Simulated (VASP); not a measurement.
# Al (Pm-3m) in VASP: further runs

The runs below take Al through single point, with r2SCAN.

Program: VASP 6.6.1. These are calculated values, not measurements. Logs are shortened: lines on timing, memory, paths and dates and some standing lists are left out, and cuts for length are marked.

## (1) The cell of the first run

Symmetry: Pm-3m, No. 221, cubic system. Conventional cell: a = 2.742 Å, b = 2.742 Å, c = 2.742 Å, α = 90.00°, β = 90.00°, γ = 90.00°. Al (site symmetry m-3m) has 6 Al at 2.74 Å within 3.6 Å.

This isn't the form of Al at room conditions, which is fcc.

## (2) Single point, r2SCAN (20.61 Å³/atom)

File POSCAR:

```
Al
1.0
    2.7417226258      0.0000000000      0.0000000000
    0.0000000000      2.7417226258      0.0000000000
    0.0000000000      0.0000000000      2.7417226258
Al
1
Direct
    0.0000000000      0.0000000000      0.0000000000
```

File INCAR.step1:

```
PREC = Accurate ; ENCUT = 520
ISMEAR = -1 ; SIGMA = 0.1
LREAL = False ; LASPH = True
NELM = 60 ; NBANDS = 8
GGA = PE ; ALGO = Normal
EDIFF = 1E-4 ; LWAVE = True
LCHARG = False
```

File INCAR.step2:

```
PREC = Accurate ; ENCUT = 520
EDIFF = 1E-6 ; ISMEAR = -1
SIGMA = 0.1 ; LREAL = False
LASPH = True ; NELM = 60
ALGO = Normal ; ISIF = 2
LWAVE = False ; LCHARG = True
METAGGA = R2SCAN ; LMIXTAU = True
LELF = True ; LVHAR = True
NBANDS = 8 ; ISTART = 1
```

File KPOINTS:

```
regular mesh
0
Gamma
  13 13 13
```

Potentials or basis: VASP PAW PBE potentials, release 64 (Al).

The run is started by

```console
> cat potpaw_PBE.64/Al/POTCAR > POTCAR
> cp INCAR.step1 INCAR
> mpirun -np 1 vasp_std > vasp.out
> cp INCAR.step2 INCAR
> mpirun -np 1 vasp_std > vasp.out
```

OUTCAR:

```text
PREC = Accurate
   ENCUT = 520
   EDIFF = 1E-6
   ISMEAR = -1
   LREAL = False
   LASPH = True
   NELM = 60
   ISIF = 2
   METAGGA = R2SCAN
   ISTART = 1

 ion  position               nearest neighbor table
   1  0.000  0.000  0.000-

  LATTYP: Found a simple cubic cell.
 ALAT       =     2.7417226258

  Lattice vectors:

 A1 = (   2.7417226258,   0.0000000000,   0.0000000000)
 A2 = (   0.0000000000,   2.7417226258,   0.0000000000)
 A3 = (   0.0000000000,   0.0000000000,   2.7417226258)

Analysis of symmetry for initial positions (statically):
=====================================================================
 Subroutine PRICEL returns:
 Original cell was already a primitive cell.

 Routine SETGRP: Setting up the symmetry group for a
 simple cubic supercell.

 Subroutine GETGRP returns: Found 48 space group operations
 (whereof 48 operations were pure point group operations)
 out of a pool of 48 trial point group operations.

The static configuration has the point symmetry O_h .

Analysis of symmetry for dynamics (positions and initial velocities):
=====================================================================
 Subroutine PRICEL returns:
 Original cell was already a primitive cell.

 Routine SETGRP: Setting up the symmetry group for a
 simple cubic supercell.

 Subroutine GETGRP returns: Found 48 space group operations
 (whereof 48 operations were pure point group operations)
 out of a pool of 48 trial point group operations.

The dynamic configuration has the point symmetry O_h .

 Subroutine INISYM returns: Found 48 space group operations
 (whereof 48 operations are pure point group operations),
 and found     1 'primitive' translations

----------------------------------------------------------------------------------------

                                     Primitive cell

  volume of cell :      20.6096

  direct lattice vectors                    reciprocal lattice vectors
     2.741722626  0.000000000  0.000000000     0.364734197  0.000000000  0.000000000
     0.000000000  2.741722626  0.000000000     0.000000000  0.364734197  0.000000000
     0.000000000  0.000000000  2.741722626     0.000000000  0.000000000  0.364734197

  length of vectors
     2.741722626  2.741722626  2.741722626     0.364734197  0.364734197  0.364734197

  position of ions in fractional coordinates (direct lattice)
     0.000000000  0.000000000  0.000000000

  ion indices of the primitive-cell ions
   primitive index   ion index
                 1           1

----------------------------------------------------------------------------------------

 KPOINTS: regular mesh

Automatic generation of k-mesh.
 Grid dimensions read from file:
 generate k-points for:   13   13   13

 Generating k-lattice:

  Cartesian coordinates                     Fractional coordinates (reciprocal lattice)
     0.028056477  0.000000000  0.000000000     0.076923077  0.000000000  0.000000000
     0.000000000  0.028056477  0.000000000     0.000000000  0.076923077  0.000000000
     0.000000000  0.000000000  0.028056477     0.000000000  0.000000000  0.076923077

  Length of vectors
     0.028056477  0.028056477  0.028056477

  Shift w.r.t. Gamma in fractional coordinates (k-lattice)
     0.000000000  0.000000000  0.000000000

 Subroutine IBZKPT returns following result:
 ===========================================

 Found     84 irreducible k-points:

 Following reciprocal coordinates:
            Coordinates               Weight
  0.000000  0.000000  0.000000      1.000000
  0.076923  0.000000  0.000000      6.000000
  0.153846  0.000000  0.000000      6.000000
  0.230769  0.000000  0.000000      6.000000
  0.307692  0.000000  0.000000      6.000000
  0.384615  0.000000  0.000000      6.000000
[... 16 lines left out ...]
  0.307692  0.307692  0.000000     12.000000
  0.384615  0.307692  0.000000     24.000000
 [... further k-points ...]
   k-points           NKPTS =     84   k-points in BZ     NKDIM =     84   number of bands    NBANDS=      8
   number of dos      NEDOS =    301   number of ions     NIONS =      1
   total plane-waves  NPLWV =   8000
   dimension x,y,z NGX =    20 NGY =   20 NGZ =   20
   dimension x,y,z NGXF=    40 NGYF=   40 NGZF=   40
   ions per type =               1
   NGX,Y,Z   is equivalent  to a cutoff of  12.13, 12.13, 12.13 a.u.
   NGXF,Y,Z  is equivalent  to a cutoff of  24.25, 24.25, 24.25 a.u.
 SYSTEM =  unknown system
   PREC   = accura    normal or accurate (medium, high low for compatibility)
   ISTART =      1    job   : 0-new  1-cont  2-samecut
   ICHARG =      0    charge: 1-file 2-atom 10-const
   ISPIN  =      1    spin polarized calculation?
   LNONCOLLINEAR =      F non collinear calculations
   LSORBIT =      F    spin-orbit coupling
   LASPH  =      T    aspherical Exc in radial PAW
   ENCUT  =  520.0 eV  38.22 Ry    6.18 a.u.   5.10  5.10  5.10*2*pi/ulx,y,z
   NELM   =     60;   NELMIN=  2; NELMDL=  0     # of ELM steps
   EDIFF  = 0.1E-05   stopping-criterion for ELM
   LREAL  =      F    real-space projection
[... 7 lines left out ...]
   TEBEG  =    0.0;   TEEND  =   0.0 temperature during run
   PSTRESS=    0.0 pullay stress
   NELECT =       3.0000    total number of electrons
   NUPDOWN=      -1.0000    fix difference up-down
   EMIN   =  10.00;   EMAX   =-10.00  energy-range for DOS
   EFERMI =   0.00;   METHOD = LEGACY
   ISMEAR =    -1;   SIGMA  =   0.10  broadening in eV -4-tet -1-fermi 0-gaus
   EFERMI_NEDOS =   21; number of points for ismear=-14 and -15
   IALGO  =     38    algorithm
   IMIX   =      4    mixing-type and parameters
     AMIX     =   0.40;   BMIX     =  1.00
     AMIX_MAG =   1.60;   BMIX_MAG =  1.00
  volume/ion in A,a.u.               =      20.61       139.08
  Fermi-wavevector in a.u.,A,eV,Ry     =   0.861176  1.627386 10.090400  0.741623
  Thomas-Fermi vector in A             =   1.978790
   LORBIT       =      0    0 simple, 1 ext, 2 COOP (PROOUT), +10 PAW based schemes
   METAGGA = R2SCAN    functional components
   LHFCALC =     F    Hartree Fock is set to
   AEXX    =    0.0000 exact exchange contribution
   IVDW    =     0    specifies the selected vdW correction
   LEPSILON=     F    determine dielectric tensor
   LRPA    =     F    only Hartree local field effects (RPA)
 non-spin polarized calculation
  energy-cutoff  :      520.00
  volume of cell :       20.61
 maximum number of plane-waves:       568
   NGX = 11   NGY = 11   NGZ = 11

 number of electron       3.0000000 magnetization

 Free energy of the ion-electron system (eV)
  ---------------------------------------------------
  ext. energy  EPLUGINS =         0.00000000
  ---------------------------------------------------
  free energy    TOTEN  =        -6.27781373 eV

  energy without entropy =       -6.25996940  energy(sigma->0) =       -6.26889157

 E-fermi :   5.4334     XC(G=0):  -9.9137

 val. band max:        5.3766885909   @ k =   0.3077   0.0769   0.0769
 cond. band min:       5.4464327390   @ k =   0.3846   0.3846   0.0769
 fundamental gap:      0.0697441482
 Fermi energy:         5.4334167101

 k-point     1 :       0.0000    0.0000    0.0000
  band No.  band energies     occupation
      1      -4.5494      2.00000
      2      13.7996      0.00000
      3      13.7996      0.00000
      4      15.0552      0.00000
      5      15.0552      0.00000
      6      15.0552      0.00000
      7      22.2583      0.00000
      8      30.5105      0.00000

 k-point     2 :       0.0769    0.0000    0.0000
  band No.  band energies     occupation
      1      -4.4267      2.00000
      2      11.9398      0.00000
      3      13.9032      0.00000
      4      15.1587      0.00000
      5      15.1587      0.00000
      6      16.7092      0.00000
      7      22.7348      0.00000
      8      29.5528      0.00000

 k-point     3 :       0.1538    0.0000    0.0000
  band No.  band energies     occupation
      1      -4.0593      2.00000
      2       9.5761      0.00000
      3      14.2086      0.00000
      4      15.4688      0.00000
      5      15.4688      0.00000
      6      18.4116      0.00000
      7      24.1751      0.00000
      8      27.6507      0.00000

 k-point     4 :       0.2308    0.0000    0.0000
  band No.  band energies     occupation
      1      -3.4504      2.00000
      2       7.2917      0.00000
      3      14.6957      0.00000
      4      15.9837      0.00000
      5      15.9837      0.00000
      6      19.7135      0.00000
      7      25.6257      0.00000
      8      25.6257      0.00000

 k-point     5 :       0.3077    0.0000    0.0000
  band No.  band energies     occupation
      1      -2.6057      2.00000
      2       5.1613      1.87652
      3      15.3175      0.00000
      4      16.6979      0.00000
      5      16.6979      0.00000
      6      20.8553      0.00000
      7      23.7122      0.00000
      8      23.7122      0.00000
[... 177 lines left out ...]
 k-point    22 :       0.4615    0.2308    0.0000
  band No.  band energies     occupation
      1       0.7486      2.00000
      2       2.6027      2.00000
      3      11.1476      0.00000
      4      13.7161      0.00000
      5      19.3974      0.00000
      6      21.5163      0.00000
      7      21.6272      0.00000
      8      24.4030      0.00000

 k-point    23 :       0.3077    0.3077    0.0000
  band No.  band energies     occupation
      1      -0.6821      2.00000
      2       6.2404      0.00063
      3       7.8931      0.00000
      4      14.7198      0.00000
      5      18.3004      0.00000
      6      20.7635      0.00000
      7      24.4860      0.00000
      8      25.9373      0.00000

 k-point    24 :       0.3846    0.3077    0.0000
  band No.  band energies     occupation
      1       0.3733      2.00000
      2       4.9231      1.98792
      3       8.2567      0.00000
      4      12.9574      0.00000
      5      19.1644      0.00000
      6      21.7052      0.00000
      7      23.3436      0.00000
      8      26.0509      0.00000

 [... further k-points ...]
[... 5 lines left out ...]
  --------------------------------------------------------------------------------------
  -------------------------------------------------------------------------------------
  Total       -0.2882197     -0.2882197     -0.2882197      0.0000000      0.0000000     -0.0000000
  in kB      -22.4059644    -22.4059644    -22.4059644      0.0000000      0.0000000     -0.0000000
  external PRESSURE =     -22.4059644 kB  Pullay stress =       0.0000000 kB

 VOLUME and BASIS-vectors are now :
 -----------------------------------------------------------------------------
  energy-cutoff  :      520.00
  volume of cell :       20.61
      direct lattice vectors                 reciprocal lattice vectors
     2.741722626  0.000000000  0.000000000     0.364734197  0.000000000  0.000000000
     0.000000000  2.741722626  0.000000000     0.000000000  0.364734197  0.000000000
     0.000000000  0.000000000  2.741722626     0.000000000  0.000000000  0.364734197

 POSITION                                       TOTAL-FORCE (eV/Angst)
 -----------------------------------------------------------------------------------
      0.00000      0.00000      0.00000         0.000000      0.000000      0.000000
 -----------------------------------------------------------------------------------
    total drift:                                0.000000      0.000000      0.000000

  FREE ENERGIE OF THE ION-ELECTRON SYSTEM (eV)
  ---------------------------------------------------
  free  energy   TOTEN  =        -6.2778137345 eV

  energy  without entropy=       -6.2599693990  energy(sigma->0) =       -6.26889157
```

It took 32 s on 1 thread of Intel Xeon 8259CL, shared host; peak memory 0.13 GiB.

What came out:

- Free energy: -6.2778 eV
- Pressure: -2.2 GPa
- Band gap on the k mesh: zero (an odd number of electrons rules out a gap without spin polarisation)

Caveat: the PAW data sets were made with another functional, which shifts forces and pressure a little.

## (3) Single point, r2SCAN (21.40 Å³/atom)

This run uses another cell than the first one, of 21.40 Å³/atom.

File POSCAR:

```
Al
1.0
    2.7764316602      0.0000000000      0.0000000000
    0.0000000000      2.7764316602      0.0000000000
    0.0000000000      0.0000000000      2.7764316602
Al
1
Direct
    0.0000000000      0.0000000000      0.0000000000
```

File INCAR.step1:

```
SYSTEM = Al
ALGO = Normal ; EDIFF = 1E-4
ENCUT = 520 ; GGA = PE
ISMEAR = -1 ; LASPH = .TRUE.
LCHARG = .FALSE. ; LREAL = .FALSE.
LWAVE = .TRUE. ; NBANDS = 8
NELM = 100 ; PREC = Accurate
SIGMA = 0.1
```

File INCAR.step2:

```
SYSTEM = Al
ALGO = Normal ; EDIFF = 1E-6
ENCUT = 520 ; ISIF = 2
ISMEAR = -1 ; ISTART = 1
LASPH = .TRUE. ; LCHARG = .FALSE.
LMIXTAU = .TRUE. ; LREAL = .FALSE.
LWAVE = .FALSE. ; METAGGA = R2SCAN
NBANDS = 8 ; NELM = 100
PREC = Accurate ; SIGMA = 0.1
```

File KPOINTS:

```
k-points
0
G
  13 13 13
  0 0 0
```

Potentials or basis: VASP PAW PBE potentials, release 64 (Al).

The run is started by

```console
> cat potpaw_PBE.64/Al/POTCAR > POTCAR
> cp INCAR.step1 INCAR
> mpirun -np 1 vasp_std > vasp.out
> cp INCAR.step2 INCAR
> mpirun -np 1 vasp_std > vasp.out
```

OUTCAR:

```text
SYSTEM = Al
   EDIFF = 1E-6
   ENCUT = 520
   ISIF = 2
   ISMEAR = -1
   ISTART = 1
   LASPH = .TRUE.
   LREAL = .FALSE.
   METAGGA = R2SCAN
   NELM = 100
   PREC = Accurate

 ion  position               nearest neighbor table
   1  0.000  0.000  0.000-

  LATTYP: Found a simple cubic cell.
 ALAT       =     2.7764316602

  Lattice vectors:

 A1 = (   2.7764316602,   0.0000000000,   0.0000000000)
 A2 = (   0.0000000000,   2.7764316602,   0.0000000000)
 A3 = (   0.0000000000,   0.0000000000,   2.7764316602)

Analysis of symmetry for initial positions (statically):
=====================================================================
 Subroutine PRICEL returns:
 Original cell was already a primitive cell.

 Routine SETGRP: Setting up the symmetry group for a
 simple cubic supercell.

 Subroutine GETGRP returns: Found 48 space group operations
 (whereof 48 operations were pure point group operations)
 out of a pool of 48 trial point group operations.

The static configuration has the point symmetry O_h .

Analysis of symmetry for dynamics (positions and initial velocities):
=====================================================================
 Subroutine PRICEL returns:
 Original cell was already a primitive cell.
[... 153 lines left out ...]

 E-fermi :   5.1183     XC(G=0):  -9.7692

 val. band max:        5.0915196879   @ k =   0.4615   0.3846   0.3846
 cond. band min:       5.1387077718   @ k =   0.3846   0.3846   0.0769
 fundamental gap:      0.0471880838
 Fermi energy:         5.1182793446

 k-point     1 :       0.0000    0.0000    0.0000
  band No.  band energies     occupation
      1      -4.6423      2.00000
      2      13.3920      0.00000
      3      13.3920      0.00000
      4      14.4510      0.00000
      5      14.4510      0.00000
      6      14.4510      0.00000
      7      21.4503      0.00000
      8      29.6484      0.00000
[... 243 lines left out ...]
 k-point    24 :       0.3846    0.3077    0.0000
  band No.  band energies     occupation
      1       0.1498      2.00000
      2       4.6259      1.98557
      3       7.8528      0.00000
      4      12.5307      0.00000
      5      18.4481      0.00000
      6      21.0000      0.00000
      7      22.6585      0.00000
      8      25.2155      0.00000

 [... further k-points ...]
[... 5 lines left out ...]
  --------------------------------------------------------------------------------------
  -------------------------------------------------------------------------------------
  Total       -0.5322402     -0.5322402     -0.5322402     -0.0000000     -0.0000000      0.0000000
  in kB      -39.8434855    -39.8434855    -39.8434855     -0.0000000     -0.0000000      0.0000000
  external PRESSURE =     -39.8434855 kB  Pullay stress =       0.0000000 kB

 VOLUME and BASIS-vectors are now :
 -----------------------------------------------------------------------------
  energy-cutoff  :      520.00
  volume of cell :       21.40
      direct lattice vectors                 reciprocal lattice vectors
     2.776431660  0.000000000  0.000000000     0.360174541  0.000000000  0.000000000
     0.000000000  2.776431660  0.000000000     0.000000000  0.360174541  0.000000000
     0.000000000  0.000000000  2.776431660     0.000000000  0.000000000  0.360174541

 POSITION                                       TOTAL-FORCE (eV/Angst)
 -----------------------------------------------------------------------------------
      0.00000      0.00000      0.00000         0.000000      0.000000      0.000000
 -----------------------------------------------------------------------------------
    total drift:                                0.000000     -0.000000      0.000000

  FREE ENERGIE OF THE ION-ELECTRON SYSTEM (eV)
  ---------------------------------------------------
  free  energy   TOTEN  =        -6.2621438866 eV

  energy  without entropy=       -6.2434944472  energy(sigma->0) =       -6.25281917
```

OSZICAR.step1:

```text
N       E                     dE             d eps       ncg     rms          rms(c)
DAV:   1    -0.182291567599E+01   -0.18229E+01   -0.81239E+02  1344   0.200E+02
DAV:   2    -0.336322021721E+01   -0.15403E+01   -0.14463E+01  1824   0.176E+01
DAV:   3    -0.337252989976E+01   -0.93097E-02   -0.93002E-02  1704   0.156E+00
DAV:   4    -0.337256919383E+01   -0.39294E-04   -0.39293E-04  1976   0.933E-02
DAV:   5    -0.337256949206E+01   -0.29823E-06   -0.29809E-06  1680   0.507E-03    0.938E-01
DAV:   6    -0.336866015409E+01    0.39093E-02   -0.23700E-03  1736   0.189E-01    0.550E-01
DAV:   7    -0.336601417625E+01    0.26460E-02   -0.60357E-03  1584   0.294E-01    0.913E-02
DAV:   8    -0.336602477242E+01   -0.10596E-04   -0.46977E-05  1664   0.433E-02
   1 F= -.33660248E+01 E0= -.33559609E+01  d E =-.201278E-01
```

It took 33 s on 1 thread of Intel Xeon 8259CL, shared host; peak memory 0.14 GiB.

What came out:

```
Free energy            : -6.2621 eV
Pressure               : -4.0 GPa
Band gap on the k mesh : zero (an odd number of electrons rules out a gap without spin polarisation)
```

Levels at points of the mesh, in eV from the Fermi level:
```
           k point  band 1  band 2  band 3  band 4  band 5  band 6
(0.00, 0.00, 0.00)   -9.76    8.27    8.27    9.33    9.33    9.33
```

Caveat: the cell stands under tension; the PAW data sets were made with another functional, which shifts forces and pressure a little.

(Continued in part 2 of 2.)
